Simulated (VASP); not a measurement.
# Ta4C3 (P4mm) in VASP: single point with PBEsol

Aim: the single point of Ta4C3 with PBEsol.

Program: VASP 6.6.1. These are calculated values, not measurements. Logs are shortened: lines on timing, memory, paths and dates and some standing lists are left out, and cuts for length are marked.

### Step 1. The cell of the first run

It takes space group P4mm (No. 99, tetragonal). The conventional cell has a = 4.403 Å, b = 4.403 Å, c = 4.403 Å, α = 90.00°, β = 90.00°, γ = 90.00°. Ta (site symmetry 4mm) has 4 C at 2.21 Å and 12 Ta at 3.01 to 3.22 Å within 3.3 Å. Ta (site symmetry 2mm) has 4 C at 2.20 Å and 12 Ta at 3.01 to 3.22 Å within 3.3 Å. Within 2.9 Å of Ta (site symmetry 4mm) lie 6 C at 2.17 to 2.23 Å. Within 2.9 Å of C (site symmetry 4mm) lie 6 Ta at 2.17 to 2.23 Å. Within 2.9 Å of C (site symmetry 2mm) lie 6 Ta at 2.20 to 2.21 Å.

### Step 2. Single point, PBEsol (atoms displaced along a vibrational mode)

Contents of INCAR:

```
ALGO     = Normal         # electronic algorithm
EDIFF    = 1E-6           # SCF threshold, eV
ENCUT    = 520            # plane-wave cutoff, eV
GGA      = PS             # functional
ISIF     = 2              # what is computed and relaxed
ISMEAR   = 0              # smearing method
LASPH    = T              # aspherical terms in the spheres
LCHARG   = F              # write CHGCAR
LREAL    = F              # projectors in reciprocal space
LWAVE    = F              # write WAVECAR
NBANDS   = 37             # bands
NELM     = 100            # most SCF steps
PREC     = Accurate       # precision mode
SIGMA    = 0.15           # smearing width, eV
```

Contents of KPOINTS:

```
k-points
0
Gamma
  10 10 10
```

Contents of POSCAR:

```
Ta4C3
1.0
    4.4026022057      0.0000000000      0.0000000000
    0.0000000000      4.4026022057      0.0000000000
    0.0000000000      0.0000000000      4.4026022057
Ta C
4 3
Direct
    0.0272566074      0.5000000000      0.5000000000
    0.4928244772      0.0000000000      0.5000000000
    0.4928244772      0.5000000000      0.0000000000
   -0.0117112795      0.0000000000      0.0000000000
    0.4947713290      0.0000000000      0.0000000000
   -0.0063817033      0.5000000000      0.0000000000
   -0.0063817033      0.0000000000      0.5000000000
```

Potentials or basis: VASP PAW PBE potentials, release 64 (Ta_pv, C).

Command:

```
cat potpaw_PBE.64/Ta_pv/POTCAR potpaw_PBE.64/C/POTCAR > POTCAR
mpirun -np 1 vasp_std > vasp.out
```

OUTCAR:

```text
EDIFF = 1E-6
   ENCUT = 520
   GGA = PS
   ISIF = 2
   ISMEAR = 0
   LASPH = T
   LREAL = F
   NELM = 100
   PREC = Accurate

 ion  position               nearest neighbor table
   1  0.027  0.500  0.500-   6 2.21   7 2.21   6 2.21   7 2.21   3 3.01   2 3.01   2 3.01   3 3.01
                             4 3.12   4 3.12   4 3.12   4 3.12   2 3.22   3 3.22   3 3.22   2 3.22
   2  0.493  0.000  0.500-   7 2.20   5 2.20   5 2.20   7 2.20   1 3.01   1 3.01   4 3.10   4 3.10
                             3 3.11   3 3.11   3 3.11   3 3.11   4 3.13   4 3.13   1 3.22   1 3.22
   3  0.493  0.500  0.000-   6 2.20   5 2.20   5 2.20   6 2.20   1 3.01   1 3.01   4 3.10   4 3.10
                             2 3.11   2 3.11   2 3.11   2 3.11   4 3.13   4 3.13   1 3.22   1 3.22
   4  0.988  0.000  0.000-   5 2.17   6 2.20   7 2.20   7 2.20   6 2.20   5 2.23   2 3.10   3 3.10
                             3 3.10   2 3.10   1 3.12   1 3.12   1 3.12   1 3.12   2 3.13   2 3.13
   5  0.495  0.000  0.000-   4 2.17   3 2.20   2 2.20   2 2.20   3 2.20   4 2.23
   6  0.994  0.500  0.000-   3 2.20   4 2.20   4 2.20   3 2.20   1 2.21   1 2.21
   7  0.994  0.000  0.500-   2 2.20   4 2.20   4 2.20   2 2.20   1 2.21   1 2.21

  LATTYP: Found a simple cubic cell.
 ALAT       =     4.4026022057

  Lattice vectors:

 A1 = (   4.4026022057,   0.0000000000,   0.0000000000)
 A2 = (   0.0000000000,   4.4026022057,   0.0000000000)
 A3 = (   0.0000000000,   0.0000000000,   4.4026022057)

Analysis of symmetry for initial positions (statically):
=====================================================================
 Subroutine PRICEL returns:
 Original cell was already a primitive cell.

 Routine SETGRP: Setting up the symmetry group for a
 simple cubic supercell.

 Subroutine GETGRP returns: Found  8 space group operations
 (whereof  8 operations were pure point group operations)
 out of a pool of 48 trial point group operations.

The static configuration has the point symmetry C_4v.

Analysis of symmetry for dynamics (positions and initial velocities):
=====================================================================
 Subroutine PRICEL returns:
 Original cell was already a primitive cell.

 Routine SETGRP: Setting up the symmetry group for a
 simple cubic supercell.

 Subroutine GETGRP returns: Found  8 space group operations
 (whereof  8 operations were pure point group operations)
 out of a pool of 48 trial point group operations.

The dynamic configuration has the point symmetry C_4v.

 Subroutine INISYM returns: Found  8 space group operations
 (whereof  8 operations are pure point group operations),
 and found     1 'primitive' translations

----------------------------------------------------------------------------------------

                                     Primitive cell

  volume of cell :      85.3352

  direct lattice vectors                    reciprocal lattice vectors
     4.402602206  0.000000000  0.000000000     0.227138395  0.000000000  0.000000000
     0.000000000  4.402602206  0.000000000     0.000000000  0.227138395  0.000000000
     0.000000000  0.000000000  4.402602206     0.000000000  0.000000000  0.227138395

  length of vectors
     4.402602206  4.402602206  4.402602206     0.227138395  0.227138395  0.227138395

  position of ions in fractional coordinates (direct lattice)
     0.027256607  0.500000000  0.500000000
     0.492824477  0.000000000  0.500000000
     0.492824477  0.500000000  0.000000000
     0.988288721  0.000000000  0.000000000
     0.494771329  0.000000000  0.000000000
     0.993618297  0.500000000  0.000000000
     0.993618297  0.000000000  0.500000000

  ion indices of the primitive-cell ions
   primitive index   ion index
                 1           1
                 2           2
                 3           3
                 4           4
                 5           5
                 6           6
                 7           7

----------------------------------------------------------------------------------------

 KPOINTS: k-points

Automatic generation of k-mesh.
 Grid dimensions read from file:
 generate k-points for:   10   10   10

 Generating k-lattice:

  Cartesian coordinates                     Fractional coordinates (reciprocal lattice)
     0.022713840  0.000000000  0.000000000     0.100000000  0.000000000  0.000000000
     0.000000000  0.022713840  0.000000000     0.000000000  0.100000000  0.000000000
     0.000000000  0.000000000  0.022713840     0.000000000  0.000000000  0.100000000

  Length of vectors
     0.022713840  0.022713840  0.022713840

  Shift w.r.t. Gamma in fractional coordinates (k-lattice)
     0.000000000  0.000000000  0.000000000

 Subroutine IBZKPT returns following result:
 ===========================================

 Found    126 irreducible k-points:

 Following reciprocal coordinates:
            Coordinates               Weight
  0.000000  0.000000  0.000000      1.000000
  0.100000  0.000000  0.000000      2.000000
  0.000000  0.100000  0.000000      4.000000
  0.200000  0.000000  0.000000      2.000000
  0.000000  0.200000  0.000000      4.000000
  0.300000  0.000000  0.000000      2.000000
[... 16 lines left out ...]
  0.500000  0.100000  0.000000      4.000000
  0.000000  0.500000  0.100000      4.000000
 [... further k-points ...]
   k-points           NKPTS =    126   k-points in BZ     NKDIM =    126   number of bands    NBANDS=     37
   number of dos      NEDOS =    301   number of ions     NIONS =      7
   total plane-waves  NPLWV =  46656
   dimension x,y,z NGX =    36 NGY =   36 NGZ =   36
   dimension x,y,z NGXF=    72 NGYF=   72 NGZF=   72
   ions per type =               4   3
   NGX,Y,Z   is equivalent  to a cutoff of  13.59, 13.59, 13.59 a.u.
   NGXF,Y,Z  is equivalent  to a cutoff of  27.19, 27.19, 27.19 a.u.
 SYSTEM =  unknown system
   PREC   = accura    normal or accurate (medium, high low for compatibility)
   ISTART =      0    job   : 0-new  1-cont  2-samecut
   ICHARG =      2    charge: 1-file 2-atom 10-const
   ISPIN  =      1    spin polarized calculation?
   LNONCOLLINEAR =      F non collinear calculations
   LSORBIT =      F    spin-orbit coupling
   LASPH  =      T    aspherical Exc in radial PAW
   ENCUT  =  520.0 eV  38.22 Ry    6.18 a.u.   8.19  8.19  8.19*2*pi/ulx,y,z
   NELM   =    100;   NELMIN=  2; NELMDL= -5     # of ELM steps
   EDIFF  = 0.1E-05   stopping-criterion for ELM
   LREAL  =      F    real-space projection
   EDIFFG = 0.1E-04   stopping-criterion for IOM
   NSW    =      0    number of steps for IOM
   IBRION =     -1    ionic relax: 0-MD 1-quasi-New 2-CG
   NFREE  =      0    steps in history (QN), initial steepest desc. (CG)
   ISIF   =      2    stress and relaxation
   ISYM   =      2    0-nonsym 1-usesym 2-fastsym
   POTIM  = 0.5000    time-step for ionic-motion
   TEBEG  =    0.0;   TEEND  =   0.0 temperature during run
   PSTRESS=    0.0 pullay stress
   NELECT =      56.0000    total number of electrons
   NUPDOWN=      -1.0000    fix difference up-down
   EMIN   =  10.00;   EMAX   =-10.00  energy-range for DOS
   EFERMI =   0.00;   METHOD = LEGACY
   ISMEAR =     0;   SIGMA  =   0.15  broadening in eV -4-tet -1-fermi 0-gaus
   EFERMI_NEDOS =   21; number of points for ismear=-14 and -15
   IALGO  =     38    algorithm
   IMIX   =      4    mixing-type and parameters
     AMIX     =   0.40;   BMIX     =  1.00
     AMIX_MAG =   1.60;   BMIX_MAG =  1.00
  volume/ion in A,a.u.               =      12.19        82.27
  Fermi-wavevector in a.u.,A,eV,Ry     =   1.422639  2.688398 27.536857  2.023902
  Thomas-Fermi vector in A             =   2.543321
   LORBIT       =      0    0 simple, 1 ext, 2 COOP (PROOUT), +10 PAW based schemes
   GGA     = PS    functional components
   LHFCALC =     F    Hartree Fock is set to
   AEXX    =    0.0000 exact exchange contribution
   IVDW    =     0    specifies the selected vdW correction
   LEPSILON=     F    determine dielectric tensor
   LRPA    =     F    only Hartree local field effects (RPA)
 non-spin polarized calculation
 Gauss-broadening in eV      SIGMA  =   0.15
  energy-cutoff  :      520.00
  volume of cell :       85.34
 maximum number of plane-waves:      2325
 NGX is ok and might be reduce to    36
   NGX = 17   NGY = 17   NGZ = 17

 number of electron      56.0000010 magnetization

 Free energy of the ion-electron system (eV)
  ---------------------------------------------------
  ext. energy  EPLUGINS =         0.00000000
  ---------------------------------------------------
  free energy    TOTEN  =       -82.70393892 eV

  energy without entropy =      -82.66163371  energy(sigma->0) =      -82.68278631

 E-fermi :   7.1858     XC(G=0): -13.1072

 val. band max:        7.1797917533   @ k =   0.0000   0.1000   0.0000
 cond. band min:       7.1881924457   @ k =   0.0000   0.4000   0.1000
 fundamental gap:      0.0084006924
 Fermi energy:         7.1858454271

 k-point     1 :       0.0000    0.0000    0.0000
  band No.  band energies     occupation
      1     -28.0481      2.00000
      2     -28.0422      2.00000
      3     -28.0422      2.00000
      4     -27.3853      2.00000
      5     -27.3853      2.00000
      6     -27.3822      2.00000
[... 29 lines left out ...]
     36      11.1157      0.00000
     37      11.8658      0.00000

 k-point     2 :       0.1000    0.0000    0.0000
  band No.  band energies     occupation
      1     -28.0399      2.00000
      2     -28.0366      2.00000
      3     -28.0366      2.00000
      4     -27.3866      2.00000
      5     -27.3866      2.00000
      6     -27.3838      2.00000
[... 29 lines left out ...]
     36      11.3160      0.00000
     37      11.9070      0.00000
[... 838 lines left out ...]
     36      10.5513      0.00000
     37      11.3079      0.00000

 k-point    24 :       0.0000    0.5000    0.1000
  band No.  band energies     occupation
      1     -27.9895      2.00000
      2     -27.9809      2.00000
      3     -27.9556      2.00000
      4     -27.4330      2.00000
      5     -27.4144      2.00000
      6     -27.3798      2.00000
[... 29 lines left out ...]
     36      10.6041      0.00000
     37      11.1295      0.00000

 [... further k-points ...]

------------------------ aborting loop because EDIFF is reached ----------------------------------------

  FORCE on cell =-STRESS in cart. coord.  units (eV):
  Direction    XX          YY          ZZ          XY          YZ          ZX
  --------------------------------------------------------------------------------------
  -------------------------------------------------------------------------------------
  Total        0.4973538      0.7071113      0.7071113      0.0000000     -0.0000000     -0.0000000
  in kB        9.3378677     13.2760847     13.2760847      0.0000000     -0.0000000     -0.0000000
  external PRESSURE =      11.9633457 kB  Pullay stress =       0.0000000 kB

 VOLUME and BASIS-vectors are now :
 -----------------------------------------------------------------------------
  energy-cutoff  :      520.00
  volume of cell :       85.34
      direct lattice vectors                 reciprocal lattice vectors
     4.402602206  0.000000000  0.000000000     0.227138395  0.000000000  0.000000000
     0.000000000  4.402602206  0.000000000     0.000000000  0.227138395  0.000000000
     0.000000000  0.000000000  4.402602206     0.000000000  0.000000000  0.227138395

 POSITION                                       TOTAL-FORCE (eV/Angst)
 -----------------------------------------------------------------------------------
      0.12000      2.20130      2.20130        -0.902310      0.000000     -0.000000
      2.16971      0.00000      2.20130         0.234710      0.000000      0.000000
      2.16971      2.20130      0.00000         0.234710      0.000000      0.000000
      4.35104      0.00000      0.00000         0.431873     -0.000000      0.000000
      2.17828      0.00000      0.00000         0.002115      0.000000     -0.000000
      4.37451      2.20130      0.00000        -0.000549     -0.000000     -0.000000
      4.37451      0.00000      2.20130        -0.000549      0.000000      0.000000
 -----------------------------------------------------------------------------------
    total drift:                               -0.000041      0.000000      0.000001

  FREE ENERGIE OF THE ION-ELECTRON SYSTEM (eV)
  ---------------------------------------------------
  free  energy   TOTEN  =       -82.7039389152 eV

  energy  without entropy=      -82.6616337120  energy(sigma->0) =      -82.68278631
```

Wall time 2.5 min (1 thread of Intel Xeon 6975P-C (Granite Rapids), shared host); peak memory 0.42 GiB.

What came out:

* Free energy: -82.7039 eV
* Pressure: 1.2 GPa
* Largest force: 0.902 eV/Å
* Band gap on the k mesh: zero (bands 28 and 29 overlap by 0.98 eV)

Forces in eV/Å, atoms in the order of the input:
```
Ta  -0.902  0.000  0.000
Ta   0.235  0.000  0.000
Ta   0.235  0.000  0.000
Ta   0.432  0.000  0.000
C    0.002  0.000  0.000
C   -0.001  0.000  0.000
C   -0.001  0.000  0.000
```

Stress tensor (GPa, compression positive):
```
0.93 0.00 0.00
0.00 1.33 0.00
0.00 0.00 1.33
```

Levels at points of the mesh, in eV from the Fermi level:
```csv
k point,band 25,band 26,band 27,band 28,band 29,band 30,band 31,band 32
"(0.00, 0.00, 0.00)",-1.32,-0.57,-0.53,-0.53,-0.51,-0.40,-0.40,1.49
"(0.50, 0.00, 0.00)",-2.19,-1.91,-1.91,0.16,0.16,0.96,2.07,2.47
"(0.00, 0.50, 0.00)",-2.16,-1.88,-1.84,0.27,0.29,0.73,2.01,2.42
"(0.50, 0.50, 0.00)",-1.79,-1.72,-0.41,-0.23,1.66,1.72,1.88,2.19
"(0.00, 0.50, 0.50)",-1.94,-1.49,-0.41,-0.41,1.75,1.80,1.80,2.09
"(0.50, 0.50, 0.50)",-1.13,-1.13,-0.98,-0.02,3.38,3.39,3.41,3.41
```

Caveat: the cell differs from its parent crystal (atoms displaced along a vibrational mode); the PAW data sets were made with another functional, which shifts forces and pressure a little; spin-orbit coupling is left out, which moves the levels of the heavy elements.
